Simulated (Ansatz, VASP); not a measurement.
# Al2Cu: VASP beside Ansatz

```
Al Cu
1.0
     2.88975    0.00000    0.00000
    -1.44488    2.50260    0.00000
     0.00000    0.00000    6.14415
Al Cu
2 1
Cartesian
  0.0000 1.6684 5.0437
  1.4449 0.8342 1.1004
  0.0000 0.0000 3.0721
```

Alike in both runs: functional PBE; k mesh 7 × 7 × 4; occupations gaussian, width 0.2 eV; no spin polarisation.

Ansatz relaxed the structure, and its values are those at the end. VASP's run is a single point on that final structure, the one shown.

|  | VASP | Ansatz |
| --- | --- | --- |
| version | VASP 6.6.1 | Ansatz 0.2.0 |
| potentials or method | VASP PAW PBE potentials, release 64 (Al, Cu), cutoff 520 eV | scalar-relativistic, plane waves, PAW |
| valence electrons in the cell | 17 | 25 |

Ansatz gave:

| Quantity | Value |
| --- | --- |
| gap on the k mesh at the Fermi level (eV) | none |
| pressure (GPa) | -0.3 |
| rms of the force components (eV/Å) | 0.024 |

Q: What did VASP give for the same quantities?

A: gap on the k mesh at the Fermi level (eV): none; pressure (GPa): 0.1; rms of the force components (eV/Å): 0.013.

A gap of «none» marks a metal or a gap that the smearing closes. VASP's potentials hold 17 valence electrons a cell and Ansatz's 25, so a difference there can come from the potentials and not from the codes.
